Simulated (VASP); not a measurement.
# Ti3Al (Fm-3m) in VASP: notebook

Runs on Ti3Al. Level: r2SCAN. Tasks: single point.

Everything below comes from runs of VASP 6.6.1. Logs are shortened: lines on timing, memory, paths and dates and some standing lists are left out, and cuts for length are marked.

## 1. The cell of the first run

Symmetry: Fm-3m, No. 225, cubic system. Conventional cell: a = 6.464 Å, b = 6.464 Å, c = 6.464 Å, α = 90.00°, β = 90.00°, γ = 90.00°. Within 3.7 Å of Ti (site symmetry -43m) lie 10 Ti at 2.80 to 3.23 Å and 4 Al at 2.80 Å. Ti (site symmetry m-3m) has 8 Ti at 2.80 Å and 6 Al at 3.23 Å within 3.7 Å. Al (site symmetry m-3m) has 14 Ti at 2.80 to 3.23 Å within 3.7 Å.

## 2. Single point, r2SCAN

The input, POSCAR:

```
Ti3Al
1.0
    0.0000000000      3.2317810000      3.2317810000
    3.2317810000      0.0000000000      3.2317810000
    3.2317810000      3.2317810000      0.0000000000
Ti Al
3 1
Direct
    0.7500000000      0.7500000000      0.7500000000
    0.2500000000      0.2500000000      0.2500000000
    0.0000000000      0.0000000000      0.0000000000
    0.5000000000      0.5000000000      0.5000000000
```

The input, INCAR.step1:

```
  ALGO = Normal
  EDIFF = 1E-4
  ENCUT = 520
  GGA = PE
  ISMEAR = 0
  LASPH = T
  LCHARG = F
  LREAL = F
  LWAVE = T
  NBANDS = 28
  NELM = 100
  PREC = Accurate
  SIGMA = 0.1
```

The input, INCAR.step2:

```
  ALGO = Normal
  EDIFF = 1E-7
  ENCUT = 520
  ISIF = 2
  ISMEAR = 0
  ISTART = 1
  LASPH = T
  LCHARG = F
  LMIXTAU = T
  LREAL = F
  LWAVE = F
  METAGGA = R2SCAN
  NBANDS = 28
  NELM = 100
  PREC = Accurate
  SIGMA = 0.1
```

The input, KPOINTS:

```
k-points
0
Gamma
  6 6 6
```

Potentials or basis: VASP PAW PBE potentials, release 64 (Ti_sv, Al).

Command:

```
> cat potpaw_PBE.64/Ti_sv/POTCAR potpaw_PBE.64/Al/POTCAR > POTCAR
> cp INCAR.step1 INCAR
> mpirun -np 1 vasp_std > vasp.out
> cp INCAR.step2 INCAR
> mpirun -np 1 vasp_std > vasp.out
```

OUTCAR:

```text
EDIFF = 1E-7
   ENCUT = 520
   ISIF = 2
   ISMEAR = 0
   ISTART = 1
   LASPH = T
   LREAL = F
   METAGGA = R2SCAN
   NELM = 100
   PREC = Accurate

 ion  position               nearest neighbor table
   1  0.750  0.750  0.750-   4 2.80   4 2.80   4 2.80   3 2.80   4 2.80   3 2.80   3 2.80   3 2.80

   2  0.250  0.250  0.250-   3 2.80   3 2.80   3 2.80   3 2.80   4 2.80   4 2.80   4 2.80   4 2.80

   3  0.000  0.000  0.000-   1 2.80   1 2.80   1 2.80   1 2.80   2 2.80   2 2.80   2 2.80   2 2.80

   4  0.500  0.500  0.500-   2 2.80   2 2.80   2 2.80   1 2.80   2 2.80   1 2.80   1 2.80   1 2.80

  LATTYP: Found a face centered cubic cell.
 ALAT       =     6.4635620000

  Lattice vectors:

 A1 = (   0.0000000000,   3.2317810000,   3.2317810000)
 A2 = (   3.2317810000,   0.0000000000,   3.2317810000)
 A3 = (   3.2317810000,   3.2317810000,   0.0000000000)

Analysis of symmetry for initial positions (statically):
=====================================================================
 Subroutine PRICEL returns:
 Original cell was already a primitive cell.

 Routine SETGRP: Setting up the symmetry group for a
 face centered cubic supercell.

 Subroutine GETGRP returns: Found 48 space group operations
 (whereof 48 operations were pure point group operations)
 out of a pool of 48 trial point group operations.

The static configuration has the point symmetry O_h .

Analysis of symmetry for dynamics (positions and initial velocities):
=====================================================================
 Subroutine PRICEL returns:
 Original cell was already a primitive cell.

 Routine SETGRP: Setting up the symmetry group for a
 face centered cubic supercell.

 Subroutine GETGRP returns: Found 48 space group operations
 (whereof 48 operations were pure point group operations)
 out of a pool of 48 trial point group operations.

The dynamic configuration has the point symmetry O_h .

 Subroutine INISYM returns: Found 48 space group operations
 (whereof 48 operations are pure point group operations),
 and found     1 'primitive' translations

----------------------------------------------------------------------------------------

                                     Primitive cell

  volume of cell :      67.5081

  direct lattice vectors                    reciprocal lattice vectors
     0.000000000  3.231781000  3.231781000    -0.154713454  0.154713454  0.154713454
     3.231781000  0.000000000  3.231781000     0.154713454 -0.154713454  0.154713454
     3.231781000  3.231781000  0.000000000     0.154713454  0.154713454 -0.154713454

  length of vectors
     4.570428521  4.570428521  4.570428521     0.267971562  0.267971562  0.267971562

  position of ions in fractional coordinates (direct lattice)
     0.750000000  0.750000000  0.750000000
     0.250000000  0.250000000  0.250000000
     0.000000000  0.000000000  0.000000000
     0.500000000  0.500000000  0.500000000

  ion indices of the primitive-cell ions
   primitive index   ion index
                 1           1
                 2           2
                 3           3
                 4           4

----------------------------------------------------------------------------------------

 KPOINTS: k-points

Automatic generation of k-mesh.
 Grid dimensions read from file:
 generate k-points for:    6    6    6

 Generating k-lattice:

  Cartesian coordinates                     Fractional coordinates (reciprocal lattice)
    -0.025785576  0.025785576  0.025785576     0.166666667  0.000000000  0.000000000
     0.025785576 -0.025785576  0.025785576     0.000000000  0.166666667  0.000000000
     0.025785576  0.025785576 -0.025785576     0.000000000  0.000000000  0.166666667

  Length of vectors
     0.044661927  0.044661927  0.044661927

  Shift w.r.t. Gamma in fractional coordinates (k-lattice)
     0.000000000  0.000000000  0.000000000

 Subroutine IBZKPT returns following result:
 ===========================================

 Found     16 irreducible k-points:

 Following reciprocal coordinates:
            Coordinates               Weight
  0.000000  0.000000  0.000000      1.000000
  0.166667  0.000000  0.000000      8.000000
  0.333333  0.000000  0.000000      8.000000
  0.500000  0.000000  0.000000      4.000000
  0.166667  0.166667  0.000000      6.000000
  0.333333  0.166667  0.000000     24.000000
[... 8 lines left out ...]
 -0.333333  0.333333  0.166667     24.000000
 -0.333333  0.500000  0.166667     12.000000
   k-points           NKPTS =     16   k-points in BZ     NKDIM =     16   number of bands    NBANDS=     28
   number of dos      NEDOS =    301   number of ions     NIONS =      4
   total plane-waves  NPLWV =  46656
   dimension x,y,z NGX =    36 NGY =   36 NGZ =   36
   dimension x,y,z NGXF=    72 NGYF=   72 NGZF=   72
   ions per type =               3   1
   NGX,Y,Z   is equivalent  to a cutoff of  13.09, 13.09, 13.09 a.u.
   NGXF,Y,Z  is equivalent  to a cutoff of  26.19, 26.19, 26.19 a.u.
 SYSTEM =  unknown system
   PREC   = accura    normal or accurate (medium, high low for compatibility)
   ISTART =      1    job   : 0-new  1-cont  2-samecut
   ICHARG =      0    charge: 1-file 2-atom 10-const
   ISPIN  =      1    spin polarized calculation?
   LNONCOLLINEAR =      F non collinear calculations
   LSORBIT =      F    spin-orbit coupling
   LASPH  =      T    aspherical Exc in radial PAW
   ENCUT  =  520.0 eV  38.22 Ry    6.18 a.u.   8.50  8.50  8.50*2*pi/ulx,y,z
   NELM   =    100;   NELMIN=  2; NELMDL=  0     # of ELM steps
   EDIFF  = 0.1E-06   stopping-criterion for ELM
   LREAL  =      F    real-space projection
   EDIFFG = 0.1E-05   stopping-criterion for IOM
   NSW    =      0    number of steps for IOM
   IBRION =     -1    ionic relax: 0-MD 1-quasi-New 2-CG
   NFREE  =      0    steps in history (QN), initial steepest desc. (CG)
   ISIF   =      2    stress and relaxation
   ISYM   =      2    0-nonsym 1-usesym 2-fastsym
   POTIM  = 0.5000    time-step for ionic-motion
   TEBEG  =    0.0;   TEEND  =   0.0 temperature during run
   PSTRESS=    0.0 pullay stress
   NELECT =      39.0000    total number of electrons
   NUPDOWN=      -1.0000    fix difference up-down
   EMIN   =  10.00;   EMAX   =-10.00  energy-range for DOS
   EFERMI =   0.00;   METHOD = LEGACY
   ISMEAR =     0;   SIGMA  =   0.10  broadening in eV -4-tet -1-fermi 0-gaus
   EFERMI_NEDOS =   21; number of points for ismear=-14 and -15
   IALGO  =     38    algorithm
   IMIX   =      4    mixing-type and parameters
     AMIX     =   0.40;   BMIX     =  1.00
     AMIX_MAG =   1.60;   BMIX_MAG =  1.00
  volume/ion in A,a.u.               =      16.88       113.89
  Fermi-wavevector in a.u.,A,eV,Ry     =   1.363466  2.576578 25.293784  1.859041
  Thomas-Fermi vector in A             =   2.489867
   LORBIT       =      0    0 simple, 1 ext, 2 COOP (PROOUT), +10 PAW based schemes
   METAGGA = R2SCAN    functional components
   LHFCALC =     F    Hartree Fock is set to
   AEXX    =    0.0000 exact exchange contribution
   IVDW    =     0    specifies the selected vdW correction
   LEPSILON=     F    determine dielectric tensor
   LRPA    =     F    only Hartree local field effects (RPA)
 non-spin polarized calculation
 Gauss-broadening in eV      SIGMA  =   0.10
  energy-cutoff  :      520.00
  volume of cell :       67.51
 maximum number of plane-waves:      1853
 NGX is ok and might be reduce to    36
   NGX = 17   NGY = 17   NGZ = 17

 number of electron      39.0000007 magnetization

 Free energy of the ion-electron system (eV)
  ---------------------------------------------------
  ext. energy  EPLUGINS =         0.00000000
  ---------------------------------------------------
  free energy    TOTEN  =       -46.21107063 eV

  energy without entropy =      -46.17609244  energy(sigma->0) =      -46.19358154

 E-fermi :   8.0856     XC(G=0): -12.1099

 val. band max:        8.0781087740   @ k =   0.5000   0.5000   0.0000
 cond. band min:       8.1146816486   @ k =   0.1667   0.1667   0.0000
 fundamental gap:      0.0365728745
 Fermi energy:         8.0855548079

 k-point     1 :       0.0000    0.0000    0.0000
  band No.  band energies     occupation
      1     -50.8785      2.00000
      2     -50.8096      2.00000
      3     -50.5843      2.00000
      4     -26.1223      2.00000
      5     -26.1222      2.00000
      6     -26.1222      2.00000
[... 20 lines left out ...]
     27      11.3225      0.00000
     28      11.3226      0.00000

 k-point     2 :       0.1667    0.0000    0.0000
  band No.  band energies     occupation
      1     -50.8708      2.00000
      2     -50.8120      2.00000
      3     -50.5896      2.00000
      4     -26.1757      2.00000
      5     -26.1572      2.00000
      6     -26.1572      2.00000
[... 20 lines left out ...]
     27      11.3525      0.00000
     28      11.3525      0.00000

 k-point     3 :       0.3333    0.0000    0.0000
  band No.  band energies     occupation
      1     -50.8526      2.00000
      2     -50.8191      2.00000
      3     -50.6011      2.00000
      4     -26.1892      2.00000
      5     -26.1891      2.00000
      6     -26.1838      2.00000
[... 20 lines left out ...]
     27      11.2077      0.00000
     28      11.2078      0.00000

 k-point     4 :       0.5000    0.0000    0.0000
  band No.  band energies     occupation
      1     -50.8374      2.00000
      2     -50.8281      2.00000
      3     -50.6073      2.00000
      4     -26.2012      2.00000
      5     -26.2011      2.00000
      6     -26.1647      2.00000
[... 20 lines left out ...]
     27      11.1529      0.00000
     28      11.1529      0.00000

 k-point     5 :       0.1667    0.1667    0.0000
  band No.  band energies     occupation
      1     -50.8684      2.00000
      2     -50.8126      2.00000
      3     -50.5915      2.00000
      4     -26.1965      2.00000
      5     -26.1965      2.00000
      6     -26.1261      2.00000
[... 20 lines left out ...]
     27      11.3070      0.00000
     28      11.3944      0.00000

 k-point     6 :       0.3333    0.1667    0.0000
  band No.  band energies     occupation
      1     -50.8541      2.00000
      2     -50.8174      2.00000
      3     -50.6012      2.00000
      4     -26.2268      2.00000
      5     -26.2212      2.00000
      6     -26.1490      2.00000
[... 215 lines left out ...]
      5     -26.2907      2.00000
      6     -26.1433      2.00000
[... 20 lines left out ...]
     27      11.0136      0.00000
     28      11.2607      0.00000

 k-point    14 :       0.5000    0.3333    0.1667
  band No.  band energies     occupation
      1     -50.8412      2.00000
      2     -50.8218      2.00000
      3     -50.6098      2.00000
      4     -26.2632      2.00000
      5     -26.2175      2.00000
      6     -26.1615      2.00000
[... 20 lines left out ...]
     27      11.1461      0.00000
     28      11.3480      0.00000

 k-point    15 :      -0.3333    0.3333    0.1667
  band No.  band energies     occupation
      1     -50.8304      2.00000
      2     -50.8280      2.00000
      3     -50.6145      2.00000
      4     -26.2777      2.00000
      5     -26.1888      2.00000
      6     -26.1737      2.00000
[... 20 lines left out ...]
     27      10.9684      0.00000
     28      11.2147      0.00000

 k-point    16 :      -0.3333    0.5000    0.1667
  band No.  band energies     occupation
      1     -50.8311      2.00000
      2     -50.8248      2.00000
      3     -50.6170      2.00000
      4     -26.2966      2.00000
      5     -26.2343      2.00000
      6     -26.1353      2.00000
[... 20 lines left out ...]
     27      10.9190      0.00000
     28      11.0203      0.00000

------------------------ aborting loop because EDIFF is reached ----------------------------------------

  FORCE on cell =-STRESS in cart. coord.  units (eV):
  Direction    XX          YY          ZZ          XY          YZ          ZX
  --------------------------------------------------------------------------------------
  -------------------------------------------------------------------------------------
  Total       -0.7882576     -0.7882576     -0.7882576      0.0000000      0.0000000     -0.0000000
  in kB      -18.7078114    -18.7078114    -18.7078114      0.0000000      0.0000000     -0.0000000
  external PRESSURE =     -18.7078114 kB  Pullay stress =       0.0000000 kB

 VOLUME and BASIS-vectors are now :
 -----------------------------------------------------------------------------
  energy-cutoff  :      520.00
  volume of cell :       67.51
      direct lattice vectors                 reciprocal lattice vectors
     0.000000000  3.231781000  3.231781000    -0.154713454  0.154713454  0.154713454
     3.231781000  0.000000000  3.231781000     0.154713454 -0.154713454  0.154713454
     3.231781000  3.231781000  0.000000000     0.154713454  0.154713454 -0.154713454

 POSITION                                       TOTAL-FORCE (eV/Angst)
 -----------------------------------------------------------------------------------
      4.84767      4.84767      4.84767        -0.000000      0.000000      0.000000
      1.61589      1.61589      1.61589        -0.000000     -0.000000     -0.000000
      0.00000      0.00000      0.00000         0.000000     -0.000000     -0.000000
      3.23178      3.23178      3.23178         0.000000     -0.000000     -0.000000
 -----------------------------------------------------------------------------------
    total drift:                                0.000000      0.000000      0.000000

  FREE ENERGIE OF THE ION-ELECTRON SYSTEM (eV)
  ---------------------------------------------------
  free  energy   TOTEN  =       -46.2110706317 eV

  energy  without entropy=      -46.1760924437  energy(sigma->0) =      -46.19358154
```

Run time: 7.3 min. Hardware: 1 thread of AMD EPYC 7R13, shared host; peak memory 0.19 GiB.

Results:

| Item | Value |
| --- | --- |
| Free energy | -46.2111 eV |
| Pressure | -1.9 GPa |
| Band gap on the k mesh | zero (an odd number of electrons rules out a gap without spin polarisation) |

Caveat: the PAW data sets were made with another functional, which shifts forces and pressure a little.

## 3. Single point, r2SCAN

This run uses another cell than the first one, of 16.58 Å³/atom.

The input, POSCAR:

```
Ti3Al
1.0
    0.0000000000      3.2124953376      3.2124953376
    3.2124953376      0.0000000000      3.2124953376
    3.2124953376      3.2124953376      0.0000000000
Ti Al
3 1
Direct
    0.7500000000      0.7500000000      0.7500000000
    0.2500000000      0.2500000000      0.2500000000
    0.0000000000      0.0000000000      0.0000000000
    0.5000000000      0.5000000000      0.5000000000
```

The input, INCAR.step1:

```
ALGO     = Normal         # electronic algorithm
EDIFF    = 1E-4           # SCF threshold, eV
ENCUT    = 520            # plane-wave cutoff, eV
GGA      = PE             # functional
ISMEAR   = 0              # smearing method
LASPH    = True           # aspherical terms in the spheres
LCHARG   = False          # write CHGCAR
LREAL    = False          # projectors in reciprocal space
LWAVE    = True           # write WAVECAR
NBANDS   = 28             # bands
NELM     = 100            # most SCF steps
PREC     = Accurate       # precision mode
SIGMA    = 0.1            # smearing width, eV
```

The input, INCAR.step2:

```
ALGO     = Normal         # electronic algorithm
EDIFF    = 1E-7           # SCF threshold, eV
ENCUT    = 520            # plane-wave cutoff, eV
ISIF     = 2              # what is computed and relaxed
ISMEAR   = 0              # smearing method
ISTART   = 1            
LASPH    = True           # aspherical terms in the spheres
LCHARG   = False          # write CHGCAR
LMIXTAU  = True         
LREAL    = False          # projectors in reciprocal space
LWAVE    = False          # write WAVECAR
METAGGA  = R2SCAN         # meta-GGA
NBANDS   = 28             # bands
NELM     = 100            # most SCF steps
PREC     = Accurate       # precision mode
SIGMA    = 0.1            # smearing width, eV
```

The input, KPOINTS:

```
k-points
0
Gamma
  12 12 12
```

Potentials or basis: VASP PAW PBE potentials, release 64 (Ti_sv, Al).

Command:

```
> cat potpaw_PBE.64/Ti_sv/POTCAR potpaw_PBE.64/Al/POTCAR > POTCAR
> cp INCAR.step1 INCAR
> mpirun -np 1 vasp_std > vasp.out
> cp INCAR.step2 INCAR
> mpirun -np 1 vasp_std > vasp.out
```

Wall time 21 min (1 thread of AMD EPYC 7R13, shared host); peak memory 0.26 GiB.

The run converged. Its results:

| Item | Value |
| --- | --- |
| Free energy | -46.2108 eV |
| Pressure | 0.3 GPa |
| Band gap on the k mesh | zero (an odd number of electrons rules out a gap without spin polarisation) |

Levels at points of the mesh, in eV from the Fermi level:
| k point | band 17 | band 18 | band 19 | band 20 | band 21 | band 22 |
| --- | --- | --- | --- | --- | --- | --- |
| (0.00, 0.00, 0.00) | -1.78 | -1.78 | -0.02 | -0.02 | -0.02 | 2.49 |
| (0.50, 0.00, 0.00) | -0.32 | -0.29 | -0.29 | -0.11 | -0.11 | 0.92 |
| (0.50, 0.50, 0.00) | -0.78 | -0.78 | -0.14 | -0.03 | -0.03 | 1.28 |

Caveat: the PAW data sets were made with another functional, which shifts forces and pressure a little.
